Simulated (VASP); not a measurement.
# AlN in VASP: notebook

AlN is run at these levels: PBE; tasks: single point.

Everything below comes from runs of VASP 6.6.1. Logs are shortened: lines on timing, memory, paths and dates and some standing lists are left out, and cuts for length are marked.

### 1 The cell of the first run

Symmetry: P6_3mc, No. 186, hexagonal system. Conventional cell: a = 3.313 Å, b = 3.313 Å, c = 4.188 Å, α = 90.00°, β = 90.00°, γ = 120.00°. Al (site symmetry 3m) has 5 N at 1.91 to 2.28 Å within 2.5 Å. Within 2.5 Å of N (site symmetry 3m) lie 5 Al at 1.91 to 2.28 Å.

### 2 Single point, PBE (mode 4 frozen in at +0.000 Å and mode 5 at -0.124 Å (largest displacements))

INCAR reads:

```
SYSTEM = AlN
PREC     = Accurate       ! precision mode
ENCUT    = 520            ! plane-wave cutoff, eV
EDIFF    = 1E-6           ! SCF threshold, eV
ISMEAR   = 0              ! smearing method
SIGMA    = 0.05           ! smearing width, eV
LREAL    = .FALSE.        ! projectors in reciprocal space
LASPH    = .TRUE.         ! aspherical terms in the spheres
NELM     = 80             ! most SCF steps
ALGO     = Normal         ! electronic algorithm
ISIF     = 2              ! what is computed and relaxed
LWAVE    = .FALSE.        ! write WAVECAR
LCHARG   = .FALSE.        ! write CHGCAR
GGA      = PE             ! functional
NBANDS   = 26             ! bands
```

KPOINTS reads:

```
Automatic mesh
0
G
  8 6 4
  0 0 0
```

POSCAR reads:

```
AlN
1.0
   -3.3134793387      0.0000000000      0.0000000000
    0.0000000000      0.0000000000     -4.1875902400
    0.0000000000     -5.7391145645      0.0000000000
Al N
4 4
Direct
    0.5000000000      0.2346278035      0.1666666667
    0.0000000000      0.2346278035      0.6666666667
    0.0000000000      0.7346278035      0.3333333333
    0.5000000000      0.7346278035      0.8333333333
    0.5000000000      0.7796113022      0.1666666667
    0.0000000000      0.7796113022      0.6666666667
    0.0000000000      0.2796113022      0.3333333333
    0.5000000000      0.2796113022      0.8333333333
```

Potentials or basis: VASP PAW PBE potentials, release 64 (Al, N).

On the command line:

```
$ cat potpaw_PBE.64/Al/POTCAR potpaw_PBE.64/N/POTCAR > POTCAR
$ mpirun -np 1 vasp_std > vasp.out
```

OUTCAR:

```text
SYSTEM = AlN
   PREC = Accurate
   ENCUT = 520
   EDIFF = 1E-6
   ISMEAR = 0
   LREAL = .FALSE.
   LASPH = .TRUE.
   NELM = 80
   ISIF = 2
   GGA = PE

 ion  position               nearest neighbor table
   1  0.500  0.235  0.167-   5 1.91   7 1.92   7 1.92   8 1.92   5 2.28   3 2.84   3 2.84   3 2.84
                             3 2.84   4 2.84   4 2.84   2 3.31   2 3.31   2 3.31   2 3.31
   2  0.000  0.235  0.667-   6 1.91   8 1.92   8 1.92   7 1.92   6 2.28   4 2.84   4 2.84   4 2.84
                             4 2.84   3 2.84   3 2.84   1 3.31   1 3.31   1 3.31   1 3.31
   3  0.000  0.735  0.333-   7 1.91   5 1.92   5 1.92   6 1.92   7 2.28   1 2.84   1 2.84   1 2.84
                             1 2.84   2 2.84   2 2.84   4 3.31   4 3.31   4 3.31   4 3.31
   4  0.500  0.735  0.833-   8 1.91   6 1.92   6 1.92   5 1.92   8 2.28   2 2.84   2 2.84   2 2.84
                             2 2.84   1 2.84   1 2.84   3 3.31   3 3.31   3 3.31   3 3.31
   5  0.500  0.780  0.167-   1 1.91   3 1.92   3 1.92   4 1.92   1 2.28
   6  0.000  0.780  0.667-   2 1.91   4 1.92   4 1.92   3 1.92   2 2.28
   7  0.000  0.280  0.333-   3 1.91   1 1.92   1 1.92   2 1.92   3 2.28
   8  0.500  0.280  0.833-   4 1.91   2 1.92   2 1.92   1 1.92   4 2.28

  LATTYP: Found a simple orthorhombic cell.
 ALAT       =     3.3134793387
 B/A-ratio  =     1.2638045426
 C/A-ratio  =     1.7320508076

  Lattice vectors:

 A1 = (  -3.3134793387,   0.0000000000,   0.0000000000)
 A2 = (   0.0000000000,   0.0000000000,  -4.1875902400)
 A3 = (   0.0000000000,  -5.7391145645,   0.0000000000)

Analysis of symmetry for initial positions (statically):
=====================================================================
 Subroutine PRICEL returns following result:

  LATTYP: Found a hexagonal cell.
 ALAT       =     3.3134793387
 C/A-ratio  =     1.2638045426

  Lattice vectors:

 A1 = (  -1.6567396694,  -2.8695572823,   0.0000000000)
 A2 = (  -1.6567396694,   2.8695572822,   0.0000000000)
 A3 = (   0.0000000000,   0.0000000000,  -4.1875902400)

   2 primitive cells build up your supercell.

 Routine SETGRP: Setting up the symmetry group for a
 simple orthorhombic supercell.

 Subroutine GETGRP returns: Found  4 space group operations
 (whereof  2 operations were pure point group operations)
 out of a pool of  8 trial point group operations.

The static configuration has the point symmetry C_1h.
 The point group associated with its full space group is C_2v.

Analysis of symmetry for dynamics (positions and initial velocities):
=====================================================================
 Subroutine PRICEL returns following result:

  LATTYP: Found a hexagonal cell.
 ALAT       =     3.3134793387
 C/A-ratio  =     1.2638045426

  Lattice vectors:

 A1 = (  -1.6567396694,  -2.8695572823,   0.0000000000)
 A2 = (  -1.6567396694,   2.8695572822,   0.0000000000)
 A3 = (   0.0000000000,   0.0000000000,  -4.1875902400)

   2 primitive cells build up your supercell.

 Routine SETGRP: Setting up the symmetry group for a
 simple orthorhombic supercell.

 Subroutine GETGRP returns: Found  4 space group operations
 (whereof  2 operations were pure point group operations)
 out of a pool of  8 trial point group operations.

The dynamic configuration has the point symmetry C_1h.
 The point group associated with its full space group is C_2v.

 Subroutine INISYM returns: Found  4 space group operations
 (whereof  2 operations are pure point group operations),
 and found     2 'primitive' translations

----------------------------------------------------------------------------------------

                                     Primitive cell

  volume of cell :      39.8165

  direct lattice vectors                    reciprocal lattice vectors
    -1.656739669 -2.869557282  0.000000000    -0.301797566 -0.174242906  0.000000000
    -1.656739669  2.869557282  0.000000000    -0.301797566  0.174242906  0.000000000
     0.000000000  0.000000000 -4.187590240     0.000000000  0.000000000 -0.238800824

  length of vectors
     3.313479339  3.313479339  4.187590240     0.348485812  0.348485812  0.238800824

  position of ions in fractional coordinates (direct lattice)
     0.666666667  0.333333333  0.234627803
     0.333333333  0.666666667  0.734627803
     0.666666667  0.333333333  0.779611302
     0.333333333  0.666666667  0.279611302

  ion indices of the primitive-cell ions
   primitive index   ion index
                 1           1
                 2           4
                 3           5
                 4           8

----------------------------------------------------------------------------------------

 KPOINTS: Automatic mesh

Automatic generation of k-mesh.
 Grid dimensions read from file:
 generate k-points for:    8    6    4

 Generating k-lattice:

  Cartesian coordinates                     Fractional coordinates (reciprocal lattice)
    -0.037724696  0.000000000  0.000000000     0.125000000  0.000000000  0.000000000
     0.000000000  0.000000000 -0.039800137     0.000000000  0.166666667  0.000000000
     0.000000000 -0.043560727  0.000000000     0.000000000  0.000000000  0.250000000

  Length of vectors
     0.037724696  0.039800137  0.043560727

  Shift w.r.t. Gamma in fractional coordinates (k-lattice)
     0.000000000  0.000000000  0.000000000

 Subroutine IBZKPT returns following result:
 ===========================================

 Found     60 irreducible k-points:

 Following reciprocal coordinates:
            Coordinates               Weight
  0.000000  0.000000  0.000000      1.000000
  0.125000  0.000000  0.000000      2.000000
  0.250000  0.000000  0.000000      2.000000
  0.375000  0.000000  0.000000      2.000000
  0.500000  0.000000  0.000000      1.000000
  0.000000  0.166667  0.000000      2.000000
[... 16 lines left out ...]
  0.250000  0.000000  0.250000      4.000000
  0.375000  0.000000  0.250000      4.000000
 [... further k-points ...]
   k-points           NKPTS =     60   k-points in BZ     NKDIM =     60   number of bands    NBANDS=     26
   number of dos      NEDOS =    301   number of ions     NIONS =      8
   total plane-waves  NPLWV =  43008
   dimension x,y,z NGX =    28 NGY =   32 NGZ =   48
   dimension x,y,z NGXF=    56 NGYF=   64 NGZF=   96
   ions per type =               4   4
   NGX,Y,Z   is equivalent  to a cutoff of  14.05, 12.70, 13.90 a.u.
   NGXF,Y,Z  is equivalent  to a cutoff of  28.10, 25.41, 27.81 a.u.
 SYSTEM =  AlN
   PREC   = accura    normal or accurate (medium, high low for compatibility)
   ISTART =      0    job   : 0-new  1-cont  2-samecut
   ICHARG =      2    charge: 1-file 2-atom 10-const
   ISPIN  =      1    spin polarized calculation?
   LNONCOLLINEAR =      F non collinear calculations
   LSORBIT =      F    spin-orbit coupling
   LASPH  =      T    aspherical Exc in radial PAW
   ENCUT  =  520.0 eV  38.22 Ry    6.18 a.u.   6.16  7.79 10.67*2*pi/ulx,y,z
   NELM   =     80;   NELMIN=  2; NELMDL= -5     # of ELM steps
   EDIFF  = 0.1E-05   stopping-criterion for ELM
   LREAL  =      F    real-space projection
   EDIFFG = 0.1E-04   stopping-criterion for IOM
   NSW    =      0    number of steps for IOM
   IBRION =     -1    ionic relax: 0-MD 1-quasi-New 2-CG
   NFREE  =      0    steps in history (QN), initial steepest desc. (CG)
   ISIF   =      2    stress and relaxation
   ISYM   =      2    0-nonsym 1-usesym 2-fastsym
   POTIM  = 0.5000    time-step for ionic-motion
   TEBEG  =    0.0;   TEEND  =   0.0 temperature during run
   PSTRESS=    0.0 pullay stress
   NELECT =      32.0000    total number of electrons
   NUPDOWN=      -1.0000    fix difference up-down
   EMIN   =  10.00;   EMAX   =-10.00  energy-range for DOS
   EFERMI =   0.00;   METHOD = LEGACY
   ISMEAR =     0;   SIGMA  =   0.05  broadening in eV -4-tet -1-fermi 0-gaus
   EFERMI_NEDOS =   21; number of points for ismear=-14 and -15
   IALGO  =     38    algorithm
   IMIX   =      4    mixing-type and parameters
     AMIX     =   0.40;   BMIX     =  1.00
     AMIX_MAG =   1.60;   BMIX_MAG =  1.00
  volume/ion in A,a.u.               =       9.95        67.17
  Fermi-wavevector in a.u.,A,eV,Ry     =   1.208074  2.282930 19.856940  1.459444
  Thomas-Fermi vector in A             =   2.343693
   LORBIT       =      0    0 simple, 1 ext, 2 COOP (PROOUT), +10 PAW based schemes
   GGA     = PE    functional components
   LHFCALC =     F    Hartree Fock is set to
   AEXX    =    0.0000 exact exchange contribution
   IVDW    =     0    specifies the selected vdW correction
   LEPSILON=     F    determine dielectric tensor
   LRPA    =     F    only Hartree local field effects (RPA)
 non-spin polarized calculation
 Gauss-broadening in eV      SIGMA  =   0.05
  energy-cutoff  :      520.00
  volume of cell :       79.63
 maximum number of plane-waves:      2174
 NGX is ok and might be reduce to    28
   NGX = 13   NGY = 15   NGZ = 21

 number of electron      31.9999994 magnetization

 Free energy of the ion-electron system (eV)
  ---------------------------------------------------
  ext. energy  EPLUGINS =         0.00000000
  ---------------------------------------------------
  free energy    TOTEN  =       -58.47771187 eV

  energy without entropy =      -58.47771187  energy(sigma->0) =      -58.47771187

 E-fermi :   7.9972     XC(G=0): -11.1453

 val. band max:        7.7441899096   @ k =   0.0000   0.0000   0.0000
 cond. band min:      11.1627648953   @ k =   0.0000   0.0000   0.0000
 fundamental gap:      3.4185749858
 Fermi energy:         7.9972474304

 k-point     1 :       0.0000    0.0000    0.0000
  band No.  band energies     occupation
      1      -8.8573      2.00000
      2      -7.0229      2.00000
      3      -5.8872      2.00000
      4      -5.2849      2.00000
      5       1.1103      2.00000
      6       1.4513      2.00000
[... 18 lines left out ...]
     25      17.1985      0.00000
     26      19.0775      0.00000

 k-point     2 :       0.1250    0.0000    0.0000
  band No.  band energies     occupation
      1      -8.7253      2.00000
      2      -6.9174      2.00000
      3      -5.9316      2.00000
      4      -5.2805      2.00000
      5       1.2529      2.00000
      6       1.4382      2.00000
[... 18 lines left out ...]
     25      18.1355      0.00000
[... 608 lines left out ...]
     25      18.0349      0.00000
     26      18.1317      0.00000

 k-point    24 :       0.3750    0.0000    0.2500
  band No.  band energies     occupation
      1      -7.6419      2.00000
      2      -6.8340      2.00000
      3      -5.9654      2.00000
      4      -5.5157      2.00000
      5       1.4204      2.00000
      6       1.9953      2.00000
[... 18 lines left out ...]
     25      17.8605      0.00000
     26      18.2035      0.00000

 [... further k-points ...]
[... 5 lines left out ...]
  --------------------------------------------------------------------------------------
  -------------------------------------------------------------------------------------
  Total       -1.1427885     -1.1425437      6.6889224      0.0000000      0.0000000      0.0000000
  in kB      -22.9923359    -22.9874119    134.5777925      0.0000000      0.0000000      0.0000000
  external PRESSURE =      29.5326816 kB  Pullay stress =       0.0000000 kB

 VOLUME and BASIS-vectors are now :
 -----------------------------------------------------------------------------
  energy-cutoff  :      520.00
  volume of cell :       79.63
      direct lattice vectors                 reciprocal lattice vectors
    -3.313479339  0.000000000  0.000000000    -0.301797566  0.000000000  0.000000000
     0.000000000  0.000000000 -4.187590240     0.000000000  0.000000000 -0.238800824
     0.000000000 -5.739114565  0.000000000     0.000000000 -0.174242906  0.000000000

 POSITION                                       TOTAL-FORCE (eV/Angst)
 -----------------------------------------------------------------------------------
     -1.65674     -0.95652     -0.98253         0.000000      0.000014     -0.595769
      0.00000     -3.82608     -0.98253         0.000000      0.000014     -0.595769
      0.00000     -1.91304     -3.07632         0.000000     -0.000014     -0.595769
     -1.65674     -4.78260     -3.07632         0.000000     -0.000014     -0.595769
     -1.65674     -0.95652     -3.26469        -0.000000     -0.000006      0.595769
      0.00000     -3.82608     -3.26469         0.000000     -0.000006      0.595769
      0.00000     -1.91304     -1.17090         0.000000      0.000006      0.595769
     -1.65674     -4.78260     -1.17090        -0.000000      0.000006      0.595769
 -----------------------------------------------------------------------------------
    total drift:                               -0.000000     -0.000001      0.000379

  FREE ENERGIE OF THE ION-ELECTRON SYSTEM (eV)
  ---------------------------------------------------
  free  energy   TOTEN  =       -58.4777118731 eV

  energy  without entropy=      -58.4777118731  energy(sigma->0) =      -58.47771187
```

It took 65 s on 1 thread of Intel Xeon Platinum 8488C (Sapphire Rapids), shared host; peak memory 0.24 GiB.

Results:

```
Free energy            : -58.4777 eV
Pressure               : 3.0 GPa
Largest force          : 0.596 eV/Å
Band gap on the k mesh : 3.42 eV
```

Forces on the atoms (eV/Å):
```
Al   0.000  0.000 -0.596
Al   0.000  0.000 -0.596
Al   0.000  0.000 -0.596
Al   0.000  0.000 -0.596
N    0.000  0.000  0.596
N    0.000  0.000  0.596
N    0.000  0.000  0.596
N    0.000  0.000  0.596
```

Stress tensor (GPa, compression positive):
```
-2.30  0.00  0.00
 0.00 -2.30  0.00
 0.00  0.00 13.46
```

Levels at points of the mesh, in eV from the valence-band top:
```csv
k point,band 14,band 15,band 16,band 17,band 18,band 19
"(0.00, 0.00, 0.00)",-1.41,-1.28,0.00,3.42,4.02,4.51
"(0.50, 0.00, 0.00)",-2.46,-2.01,-2.01,5.90,5.90,6.07
"(0.00, 0.50, 0.00)",-2.27,-1.59,-1.59,5.18,5.18,5.69
"(0.50, 0.50, 0.00)",-0.92,-0.92,-0.92,6.30,6.30,6.30
"(0.00, 0.00, 0.50)",-1.25,-1.01,-1.01,4.91,4.91,6.19
"(0.50, 0.00, 0.50)",-2.69,-1.28,-1.28,4.02,4.02,7.02
"(0.00, 0.50, 0.50)",-1.73,-1.73,-1.73,5.52,5.52,5.52
"(0.50, 0.50, 0.50)",-1.59,-1.59,-1.59,5.18,5.18,5.18
```

Caveat: the cell differs from its parent crystal (mode 4 frozen in at +0.000 Å and mode 5 at -0.124 Å (largest displacements)).

### 3 Single point, PBE (mode 4 frozen in at +0.000 Å and mode 5 at -0.248 Å (largest displacements))

INCAR reads:

```
PREC = Accurate ; ENCUT = 520
EDIFF = 1E-6 ; ISMEAR = 0
SIGMA = 0.05 ; LREAL = F
LASPH = T ; NELM = 60
ALGO = Normal ; ISIF = 2
LWAVE = F ; LCHARG = T
GGA = PE ; LELF = T
LVHAR = T ; NBANDS = 26
```

KPOINTS reads:

```
Automatic mesh
0
Gamma
  8 6 4
```

POSCAR reads:

```
AlN
1.0
   -3.3134793387      0.0000000000      0.0000000000
    0.0000000000      0.0000000000     -4.1875902400
    0.0000000000     -5.7391145645      0.0000000000
Al N
4 4
Direct
    0.5000000000      0.2192556071      0.1666666667
    0.0000000000      0.2192556071      0.6666666667
    0.0000000000      0.7192556071      0.3333333333
    0.5000000000      0.7192556071      0.8333333333
    0.5000000000      0.8092226044      0.1666666667
    0.0000000000      0.8092226044      0.6666666667
    0.0000000000      0.3092226044      0.3333333333
    0.5000000000      0.3092226044      0.8333333333
```

Potentials or basis: VASP PAW PBE potentials, release 64 (Al, N).

On the command line:

```
$ cat potpaw_PBE.64/Al/POTCAR potpaw_PBE.64/N/POTCAR > POTCAR
$ mpirun -np 1 vasp_std > vasp.out
```

Run time: 3 min. Hardware: 1 thread of Intel Xeon 8259CL, shared host; peak memory 0.25 GiB.

Results (log left out):

| Quantity | Value |
| --- | --- |
| Free energy | -57.1891 eV |
| Pressure | 14.9 GPa |
| Largest force | 3.424 eV/Å |
| Band gap on the k mesh | 3.81 eV |

Forces on the atoms (eV/Å):
```
Al   0.000  0.000 -3.424
Al   0.000  0.000 -3.424
Al   0.000  0.000 -3.424
Al   0.000  0.000 -3.424
N    0.000  0.000  3.424
N    0.000  0.000  3.424
N    0.000  0.000  3.424
N    0.000  0.000  3.424
```

Stress tensor (GPa, compression positive):
```
-7.61  0.00  0.00
 0.00 -7.61  0.00
 0.00  0.00 59.85
```

Levels at points of the mesh, in eV from the valence-band top:
| k point | band 14 | band 15 | band 16 | band 17 | band 18 | band 19 |
| --- | --- | --- | --- | --- | --- | --- |
| (0.00, 0.00, 0.00) | -0.95 | -0.85 | 0.00 | 3.81 | 4.38 | 4.80 |
| (0.50, 0.00, 0.00) | -1.97 | -1.57 | -1.57 | 6.38 | 6.38 | 6.47 |
| (0.00, 0.50, 0.00) | -1.78 | -1.25 | -1.25 | 5.47 | 5.47 | 5.81 |
| (0.50, 0.50, 0.00) | -0.60 | -0.60 | -0.60 | 6.77 | 6.77 | 6.77 |
| (0.00, 0.00, 0.50) | -0.81 | -0.73 | -0.73 | 5.30 | 5.30 | 6.53 |
| (0.50, 0.00, 0.50) | -2.21 | -0.85 | -0.85 | 4.38 | 4.38 | 7.24 |
| (0.00, 0.50, 0.50) | -1.36 | -1.36 | -1.36 | 5.90 | 5.90 | 5.90 |
| (0.50, 0.50, 0.50) | -1.25 | -1.25 | -1.25 | 5.47 | 5.47 | 5.47 |

Caveat: the cell differs from its parent crystal (mode 4 frozen in at +0.000 Å and mode 5 at -0.248 Å (largest displacements)); forces of over 1 eV/Å act on the atoms, so gaps and moduli don't describe the material at rest. A k mesh can miss the band edges.

[end of part 1 of 2]
